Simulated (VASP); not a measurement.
The system is S.

```
S
1.0
     0.00000    2.10000    2.10000
     2.10000    0.00000    2.10000
     2.10000    2.10000    0.00000
S
1
Cartesian
  0.0000 0.0000 0.0000
```

This isn't the form of S at room conditions, which is orthorhombic, of S8 rings.

* Program: VASP 6.6.1
* Task: relaxation of cell and atoms
* Functional: PBEsol
* Potentials or basis: VASP PAW PBE potentials, release 64 (S)
* Cutoff: 500 eV
* k mesh: 7 × 7 × 7
* Occupations: fermi-dirac, width 0.1 eV
* Spin: no spin polarisation

At the start: pressure -12.7 GPa; volume 18.52 Å³/atom.

Where does the relaxation end?

Over 3 steps the energy falls by 166.3 meV/atom and the volume is 15.03 Å³/atom (-18.8 %); space group Fm-3m (No. 225, to 0.1 Å) before and after.

Step by step:
| step | energy change (eV) | largest force (eV/Å) | pressure (GPa) | volume (Å³) |
| --- | --- | --- | --- | --- |
| 1 | 0.0000 | 0.0000 | -12.68 | 18.52 |
| 2 | -0.1657 | 0.0000 | 1.14 | 14.86 |
| 3 | -0.1663 | 0.0000 | 0.04 | 15.03 |

Final structure:
```
S
1.0
     0.00000    1.95880    1.95880
     1.95880    0.00000    1.95880
     1.95880    1.95880    0.00000
S
1
Direct
  0.00000 0.00000 0.00000
```

Caveat: the k points lie up to 0.40 Å⁻¹ apart in the final cell, too coarse for converged energies and pressures of a metal; the volume moved by over 15 % at a fixed basis, so the end points are rough; the PAW data sets were made with another functional, which shifts forces and pressure a little.
